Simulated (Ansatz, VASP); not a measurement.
TaN: VASP beside Ansatz

```
Ta N
1.0
     0.00000    2.20863    2.20863
     2.20863    0.00000    2.20863
     2.20863    2.20863    0.00000
Ta N
1 1
Direct
  0.50849 0.50849 0.49151
  0.00000 0.00000 0.00000
```

Change from the starting cell: all Ta atoms moved +0.037 Å, as atom 1 along Cartesian [0 0 1].

Alike in both runs: task single point; functional PBE; k mesh 24 × 24 × 24; occupations gaussian, width 0.15 eV; no spin polarisation.

```csv
,VASP,Ansatz
version,VASP 6.6.1,Ansatz 0.2.0
potentials or method,"VASP PAW PBE potentials, release 64 (Ta_pv, N), cutoff 520 eV","scalar-relativistic, plane waves, PAW"
valence electrons in the cell,16,18
```

|  | VASP | Ansatz | Ansatz less VASP |
| --- | --- | --- | --- |
| gap on the k mesh at the Fermi level (eV) | none | none | - |
| pressure (GPa) | 1.0 | 0.2 | -0.78 |
| traceless stress, the component that is largest in VASP (GPa) | 0.45 | 0.45 | -0.005 |
| rms of the force components (eV/Å) | 0.154 | 0.154 | +0.0003 |

Atom by atom the forces differ by 0.000 eV/Å (rms over components). A gap of «none» marks a metal or a gap that the smearing closes. VASP's potentials hold 16 valence electrons a cell and Ansatz's 18, so a difference there can come from the potentials and not from the codes.

Spin-orbit coupling is off throughout.
